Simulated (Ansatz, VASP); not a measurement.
**WS2: VASP beside Ansatz**

```
W S
1.0
     3.05230    0.00000    0.00000
    -1.52615    2.64337    0.00000
     0.00000    0.00000   11.85099
W S
2 4
Direct
  0.33333 0.66667 0.75000
  0.66667 0.33333 0.25000
  0.33333 0.66667 0.11533
  0.66667 0.33333 0.61533
  0.33333 0.66667 0.38467
  0.66667 0.33333 0.88467
```

Alike in both runs: task single point; functional PBEsol; dispersion D3(BJ); k mesh 12 × 12 × 4; occupations gaussian, width 0.02 eV; no spin polarisation.

|  | VASP | Ansatz |
| --- | --- | --- |
| version | VASP 6.6.1 | Ansatz 0.2.0 |
| potentials or method | VASP PAW PBE potentials, release 64 (W_sv, S), cutoff 520 eV | scalar-relativistic, plane waves, PAW |
| valence electrons in the cell | 52 | 52 |

```tsv
	VASP	Ansatz	Ansatz less VASP
gap on the k mesh at the Fermi level (eV)	0.70	0.68	-0.022
least direct gap on the mesh (eV)	1.94	1.94	-0.003
pressure (GPa)	4.9	4.7	-0.19
traceless stress, the component that is largest in VASP (GPa)	-4.70	-4.73	-0.031
rms of the force components (eV/Å)	0.009	0.000	-0.0092
```

VASP's potentials were made for PBE, not for PBEsol. Atom by atom the forces differ by 0.009 eV/Å (rms over components).

Neither program's run includes spin-orbit coupling.
